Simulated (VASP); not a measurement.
Runs of VASP 6.6.1 on Zn. The structure is that of space group Im-3m (No. 229), or close to it. The cells are those of the table. This isn't the form of Zn at room conditions, which is hcp.

```csv
level,cell,share of exact exchange,screening parameter,gap on the mesh (eV),pressure (GPa)
PBE-based screened hybrid with 25 % exact exchange,"a = 2.724 Å, angles 109.5°, 1 atom",0.25,0.3 1/Å,none,0.1
PBEsol-based global hybrid with 25 % exact exchange,"a = 2.677 Å, angles 109.5°, 1 atom",0.25,-,none,0.0
PBE0,"a = 2.717 Å, angles 109.5°, 1 atom",0.25,-,none,-0.2
PBEsol-based screened hybrid with 25 % exact exchange,"a = 2.679 Å, angles 109.5°, 1 atom",0.25,0.207 1/Å,none,0.0
B3LYP,"a = 2.718 Å, angles 109.5°, 1 atom",0.2,-,none,(a)
B3LYP,"a = 2.771 Å, angles 109.5°, 1 atom",0.2,-,none,0.0
r2SCANh,"a = 2.718 Å, angles 109.5°, 1 atom",0.1,-,none,-3.3
HSE06,"a = 2.721 Å, angles 109.5°, 1 atom",0.25,0.2079 1/Å,none,0.0
```

Alike in all rows: task single point; potentials or basis VASP PAW PBE potentials, release 64 (Zn); no spin polarisation; k mesh 6 × 6 × 6; cutoff (eV) 520; smearing fermi-dirac 0.05 eV.

**Question.** Fill in the values left out.

**Answer.** (a) 4.2.

Caveats: all runs use coarse meshes; the PAW data sets were made with another functional, which shifts forces and pressure a little.

A gap of «none» marks levels without a gap at the run's occupations.
